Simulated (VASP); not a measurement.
# Ti (Im-3m) in VASP: a series of runs, part 2 of 3

VASP 6.6.1. Earlier steps stand in the parts before.

### Step 3. Single point, HF

This run uses another cell than the first one, of 18.41 Å³/atom.

File POSCAR:

```
Ti
1.0
   -1.6635314443      1.6635314443      1.6635314443
    1.6635314443     -1.6635314443      1.6635314443
    1.6635314443      1.6635314443     -1.6635314443
Ti
1
Direct
    0.0000000000      0.0000000000      0.0000000000
```

File INCAR.step1:

```
PREC     = Accurate       # precision mode
ENCUT    = 520            # plane-wave cutoff, eV
EDIFF    = 1E-5           # SCF threshold, eV
ISMEAR   = -1             # smearing method
SIGMA    = 0.05           # smearing width, eV
LREAL    = False          # projectors in reciprocal space
LASPH    = True           # aspherical terms in the spheres
NELM     = 100            # most SCF steps
ALGO     = Normal         # electronic algorithm
ISIF     = 2              # what is computed and relaxed
LWAVE    = True           # write WAVECAR
LCHARG   = False          # write CHGCAR
NBANDS   = 12             # bands
GGA      = PE             # functional
```

File INCAR.step2:

```
PREC     = Accurate       # precision mode
ENCUT    = 520            # plane-wave cutoff, eV
EDIFF    = 1E-6           # SCF threshold, eV
ISMEAR   = -1             # smearing method
SIGMA    = 0.05           # smearing width, eV
LREAL    = False          # projectors in reciprocal space
LASPH    = True           # aspherical terms in the spheres
NELM     = 100            # most SCF steps
ALGO     = Normal         # electronic algorithm
ISIF     = 2              # what is computed and relaxed
LWAVE    = False          # write WAVECAR
LCHARG   = False          # write CHGCAR
GGA      = PE             # functional
LHFCALC  = True           # exact exchange
AEXX     = 1.0            # exact-exchange fraction
ALDAC    = 0.0          
AGGAC    = 0.0          
PRECFOCK = Normal       
NBANDS   = 12             # bands
ISTART   = 1
```

File KPOINTS:

```
Automatic mesh
0
Gamma
  6 6 6
```

Potentials or basis: VASP PAW PBE potentials, release 64 (Ti_sv).

Started as:

```sh
$ cat potpaw_PBE.64/Ti_sv/POTCAR > POTCAR
$ cp INCAR.step1 INCAR
$ mpirun -np 1 vasp_std > vasp.out
$ cp INCAR.step2 INCAR
$ mpirun -np 1 vasp_std > vasp.out
```

OUTCAR:

```text
PREC = Accurate
   ENCUT = 520
   EDIFF = 1E-6
   ISMEAR = -1
   LREAL = False
   LASPH = True
   NELM = 100
   ISIF = 2
   GGA = PE
   LHFCALC = True
   AEXX = 1.0
   PRECFOCK = Normal
   ISTART = 1

 ion  position               nearest neighbor table
   1  0.000  0.000  0.000-

  LATTYP: Found a body centered cubic cell.
 ALAT       =     3.3270628886

  Lattice vectors:

 A1 = (  -1.6635314443,   1.6635314443,   1.6635314443)
 A2 = (   1.6635314443,  -1.6635314443,   1.6635314443)
 A3 = (   1.6635314443,   1.6635314443,  -1.6635314443)

Analysis of symmetry for initial positions (statically):
=====================================================================
 Subroutine PRICEL returns:
 Original cell was already a primitive cell.

 Routine SETGRP: Setting up the symmetry group for a
 body centered cubic supercell.

 Subroutine GETGRP returns: Found 48 space group operations
 (whereof 48 operations were pure point group operations)
 out of a pool of 48 trial point group operations.

The static configuration has the point symmetry O_h .

Analysis of symmetry for dynamics (positions and initial velocities):
=====================================================================
 Subroutine PRICEL returns:
 Original cell was already a primitive cell.

 Routine SETGRP: Setting up the symmetry group for a
 body centered cubic supercell.

 Subroutine GETGRP returns: Found 48 space group operations
 (whereof 48 operations were pure point group operations)
 out of a pool of 48 trial point group operations.

The dynamic configuration has the point symmetry O_h .

 Subroutine INISYM returns: Found 48 space group operations
 (whereof 48 operations are pure point group operations),
 and found     1 'primitive' translations

----------------------------------------------------------------------------------------

                                     Primitive cell

  volume of cell :      18.4142

  direct lattice vectors                    reciprocal lattice vectors
    -1.663531444  1.663531444  1.663531444     0.000000000  0.300565404  0.300565404
     1.663531444 -1.663531444  1.663531444     0.300565404  0.000000000  0.300565404
     1.663531444  1.663531444 -1.663531444     0.300565404  0.300565404  0.000000000

  length of vectors
     2.881320982  2.881320982  2.881320982     0.425063670  0.425063670  0.425063670

  position of ions in fractional coordinates (direct lattice)
     0.000000000  0.000000000  0.000000000

  ion indices of the primitive-cell ions
   primitive index   ion index
                 1           1

----------------------------------------------------------------------------------------

 KPOINTS: Automatic mesh

Automatic generation of k-mesh.
[... 27 lines left out ...]
  0.166667  0.166667  0.000000     24.000000
  0.333333  0.166667  0.000000     48.000000
[... 8 lines left out ...]
  0.500000  0.500000  0.333333     12.000000
  0.500000  0.500000  0.500000      1.000000
   k-points           NKPTS =     16   k-points in BZ     NKDIM =    216   number of bands    NBANDS=     12
   number of dos      NEDOS =    301   number of ions     NIONS =      1
   total plane-waves  NPLWV =  13824
   dimension x,y,z NGX =    24 NGY =   24 NGZ =   24
   dimension x,y,z NGXF=    48 NGYF=   48 NGZF=   48
   ions per type =               1
   NGX,Y,Z   is equivalent  to a cutoff of  13.85, 13.85, 13.85 a.u.
   NGXF,Y,Z  is equivalent  to a cutoff of  27.69, 27.69, 27.69 a.u.
 SYSTEM =  unknown system
   PREC   = accura    normal or accurate (medium, high low for compatibility)
   ISTART =      1    job   : 0-new  1-cont  2-samecut
   ICHARG =      0    charge: 1-file 2-atom 10-const
   ISPIN  =      1    spin polarized calculation?
   LNONCOLLINEAR =      F non collinear calculations
   LSORBIT =      F    spin-orbit coupling
   LASPH  =      T    aspherical Exc in radial PAW
   ENCUT  =  520.0 eV  38.22 Ry    6.18 a.u.   5.36  5.36  5.36*2*pi/ulx,y,z
   NELM   =    100;   NELMIN=  2; NELMDL=  0     # of ELM steps
   EDIFF  = 0.1E-05   stopping-criterion for ELM
   LREAL  =      F    real-space projection
   EDIFFG = 0.1E-04   stopping-criterion for IOM
   NSW    =      0    number of steps for IOM
   IBRION =     -1    ionic relax: 0-MD 1-quasi-New 2-CG
   NFREE  =      0    steps in history (QN), initial steepest desc. (CG)
   ISIF   =      2    stress and relaxation
   ISYM   =      3    0-nonsym 1-usesym 2-fastsym
   POTIM  = 0.5000    time-step for ionic-motion
   TEBEG  =    0.0;   TEEND  =   0.0 temperature during run
   PSTRESS=    0.0 pullay stress
   NELECT =      12.0000    total number of electrons
   NUPDOWN=      -1.0000    fix difference up-down
   EMIN   =  10.00;   EMAX   =-10.00  energy-range for DOS
   EFERMI =   0.00;   METHOD = LEGACY
   ISMEAR =    -1;   SIGMA  =   0.05  broadening in eV -4-tet -1-fermi 0-gaus
   EFERMI_NEDOS =   21; number of points for ismear=-14 and -15
   IALGO  =     38    algorithm
   IMIX   =      1    mixing-type and parameters
     AMIX     =   0.40;   BMIX     =  1.00
     AMIX_MAG =   1.60;   BMIX_MAG =  1.00
  volume/ion in A,a.u.               =      18.41       124.27
  Fermi-wavevector in a.u.,A,eV,Ry     =   1.419333  2.682150 27.409012  2.014506
  Thomas-Fermi vector in A             =   2.540364
   LORBIT       =      0    0 simple, 1 ext, 2 COOP (PROOUT), +10 PAW based schemes
   GGA     = PE    functional components
   LHFCALC =     T    Hartree Fock is set to
   PRECFOCK=normal    Normal, Fast or Accurate (Low or Medium for compatibility)
   ENCUT4O =  -1.0   cutoff for four orbital integrals eV
   NKREDX  =     1    reduce k-point grid by
   NKREDY  =     1    reduce k-point grid by
   NKREDZ  =     1    reduce k-point grid by
   AEXX    =    1.0000 exact exchange contribution
   HFSCREEN=    0.0000 screening length (either q_TF or 0.3 A-1)
   HFSCREENC=   0.0000 screening length for correlation (either q_TF or 0.3 A-1)
   ENCUTFOCK=  -1.0 apply spherical cutoff to Coloumb kernel
   IVDW    =     0    specifies the selected vdW correction
   LEPSILON=     F    determine dielectric tensor
   LRPA    =     F    only Hartree local field effects (RPA)
 non-spin polarized calculation
  energy-cutoff  :      520.00
  volume of cell :       18.41
 maximum number of plane-waves:       531
 NGX is ok and might be reduce to    24
  NGX = 18; NGY = 18; NGZ = 18

 number of electron      12.0000003 magnetization

 Free energy of the ion-electron system (eV)
  ---------------------------------------------------
  ext. energy  EPLUGINS =         0.00000000
  ---------------------------------------------------
  free energy    TOTEN  =       -17.33097236 eV

  energy without entropy =      -17.31570578  energy(sigma->0) =      -17.32333907

 E-fermi :  10.2013     XC(G=0):   0.0000

 val. band max:        9.2870211791   @ k =   0.5000   0.0000   0.0000
 cond. band min:      10.2138943999   @ k =   0.3333   0.1667   0.0000
 fundamental gap:      0.9268732208
 Fermi energy:        10.2012848964

 k-point     1 :       0.0000    0.0000    0.0000
  band No.  band energies     occupation
      1     -69.1204      2.00000
      2     -38.2485      2.00000
      3     -38.2485      2.00000
      4     -38.2485      2.00000
      5      -3.9823      2.00000
      6      14.9024      0.00000
      7      14.9024      0.00000
      8      14.9024      0.00000
      9      16.4178      0.00000
     10      16.4178      0.00000
     11      31.3488      0.00000
     12      31.3488      0.00000
[... 211 lines left out ...]
 k-point    16 :       0.5000    0.5000    0.5000
  band No.  band energies     occupation
      1     -68.9106      2.00000
      2     -38.6523      2.00000
      3     -38.6523      2.00000
      4     -38.6523      2.00000
      5       3.2391      2.00000
      6       3.2391      2.00000
      7      18.4544      0.00000
      8      18.4544      0.00000
      9      18.4544      0.00000
     10      20.6609      0.00000
     11      20.6609      0.00000
     12      20.6609      0.00000

------------------------ aborting loop because EDIFF is reached ----------------------------------------

  FORCE on cell =-STRESS in cart. coord.  units (eV):
  Direction    XX          YY          ZZ          XY          YZ          ZX
  --------------------------------------------------------------------------------------
  -------------------------------------------------------------------------------------
  Total       -0.1821843     -0.1821843     -0.1821843      0.0000000     -0.0000000      0.0000000
  in kB      -15.8514335    -15.8514335    -15.8514335      0.0000000     -0.0000000      0.0000000
  external PRESSURE =     -15.8514335 kB  Pullay stress =       0.0000000 kB

 VOLUME and BASIS-vectors are now :
 -----------------------------------------------------------------------------
  energy-cutoff  :      520.00
  volume of cell :       18.41
      direct lattice vectors                 reciprocal lattice vectors
    -1.663531444  1.663531444  1.663531444     0.000000000  0.300565404  0.300565404
     1.663531444 -1.663531444  1.663531444     0.300565404  0.000000000  0.300565404
     1.663531444  1.663531444 -1.663531444     0.300565404  0.300565404  0.000000000

 POSITION                                       TOTAL-FORCE (eV/Angst)
 -----------------------------------------------------------------------------------
      0.00000      0.00000      0.00000         0.000000      0.000000      0.000000
 -----------------------------------------------------------------------------------
    total drift:                                0.000000     -0.000000      0.000000

  FREE ENERGIE OF THE ION-ELECTRON SYSTEM (eV)
  ---------------------------------------------------
  free  energy   TOTEN  =       -17.3309723600 eV

  energy  without entropy=      -17.3157057850  energy(sigma->0) =      -17.32333907
```

Wall time 34 min (1 thread of Intel Xeon 8259CL, shared host); peak memory 0.16 GiB.

What came out:

* Free energy: -17.3310 eV
* Pressure: -1.6 GPa
* Band gap on the k mesh: zero (bands 6 and 7 overlap by 7.94 eV)

Caveat: the k points lie up to 0.45 Å⁻¹ apart, too coarse for converged energies and pressures of a metal; the PAW data sets were made with another functional, which shifts forces and pressure a little.

### Step 4. Relaxation of cell and atoms, B3LYP

File POSCAR:

```
Ti
1.0
   -1.6410000000      1.6410000000      1.6410000000
    1.6410000000     -1.6410000000      1.6410000000
    1.6410000000      1.6410000000     -1.6410000000
Ti
1
Direct
    0.0000000000      0.0000000000      0.0000000000
```

File INCAR.step1:

```
SYSTEM = Ti
PREC     = Accurate       ! precision mode
ENCUT    = 600            ! plane-wave cutoff, eV
EDIFF    = 1E-5           ! SCF threshold, eV
ISMEAR   = -1             ! smearing method
SIGMA    = 0.05           ! smearing width, eV
LREAL    = .False.        ! projectors in reciprocal space
LASPH    = .True.         ! aspherical terms in the spheres
NELM     = 60             ! most SCF steps
ALGO     = Normal         ! electronic algorithm
LWAVE    = .True.         ! write WAVECAR
LCHARG   = .False.        ! write CHGCAR
GGA      = PE             ! functional
NBANDS   = 12             ! bands
```

File INCAR.step2:

```
SYSTEM = Ti
PREC     = Accurate       ! precision mode
ENCUT    = 600            ! plane-wave cutoff, eV
EDIFF    = 1E-6           ! SCF threshold, eV
ISMEAR   = -1             ! smearing method
SIGMA    = 0.05           ! smearing width, eV
LREAL    = .False.        ! projectors in reciprocal space
LASPH    = .True.         ! aspherical terms in the spheres
NELM     = 60             ! most SCF steps
ALGO     = Normal         ! electronic algorithm
ISIF     = 3              ! what is computed and relaxed
LWAVE    = .False.        ! write WAVECAR
LCHARG   = .False.        ! write CHGCAR
GGA      = B3             ! functional
LHFCALC  = .True.         ! exact exchange
AEXX     = 0.2            ! exact-exchange fraction
AGGAX    = 0.72         
AGGAC    = 0.81         
ALDAC    = 0.19         
PRECFOCK = Normal       
IBRION   = 2              ! ionic algorithm
NSW      = 60             ! ionic steps
EDIFFG   = -0.01          ! ionic threshold
ISTART   = 1
```

File KPOINTS:

```
regular mesh
0
Gamma
  6 6 6
  0 0 0
```

Started as:

```sh
$ cat potpaw_PBE.64/Ti_sv/POTCAR > POTCAR
$ cp INCAR.step1 INCAR
$ mpirun -np 1 vasp_std > vasp.out
$ cp INCAR.step2 INCAR
$ mpirun -np 1 vasp_std > vasp.out
```

It took 33 min on 1 thread of Intel Xeon Platinum 8488C (Sapphire Rapids), shared host; peak memory 0.16 GiB.

Results (log left out):

```
Free energy                           : -8.7289 eV
Relaxed volume                        : 17.33 Å³/atom
Relaxed cell                          : a = 2.824 Å, b = 2.824 Å, c = 2.824 Å, α = 109.47°, β = 109.47°, γ = 109.47°
Space group after relaxing (to 0.1 Å) : Im-3m (No. 229)
Energy gained by relaxing             : 2.5 meV/atom
Ionic steps                           : 3
Pressure after relaxing               : 0.0 GPa
Band gap on the k mesh                : zero (bands 6 and 7 overlap by 2.76 eV)
```

Step by step:
| step | energy change (eV) | largest force (eV/Å) | pressure (GPa) | volume (Å³) |
| --- | --- | --- | --- | --- |
| 1 | 0.0000 | 0.0000 | -2.31 | 17.68 |
| 2 | -0.0007 | 0.0000 | 1.86 | 17.03 |
| 3 | -0.0025 | 0.0000 | 0.04 | 17.33 |

Final structure:
```xyz
1
Lattice="-1.6303 1.6303 1.6303 1.6303 -1.6303 1.6303 1.6303 1.6303 -1.6303" Properties=species:S:1:pos:R:3 pbc="T T T"
Ti    0.0000    0.0000    0.0000
```

Levels at points of the mesh, in eV from the Fermi level:
```tsv
k point	band 2	band 3	band 4	band 5	band 6	band 7	band 8	band 9	band 10
(0.00, 0.00, 0.00)	-35.43	-35.43	-35.43	-7.21	1.63	1.63	1.63	3.45	3.45
(0.50, 0.00, 0.00)	-36.16	-35.65	-35.43	-3.29	-0.77	1.27	3.42	3.71	5.07
(0.50, 0.50, 0.50)	-35.91	-35.91	-35.91	-3.04	-3.04	4.73	4.73	4.73	9.22
```

Caveat: the k points lie up to 0.45 Å⁻¹ apart in the final cell, too coarse for converged energies and pressures of a metal; the PAW data sets were made with another functional, which shifts forces and pressure a little.

(Continued in part 3 of 3.)
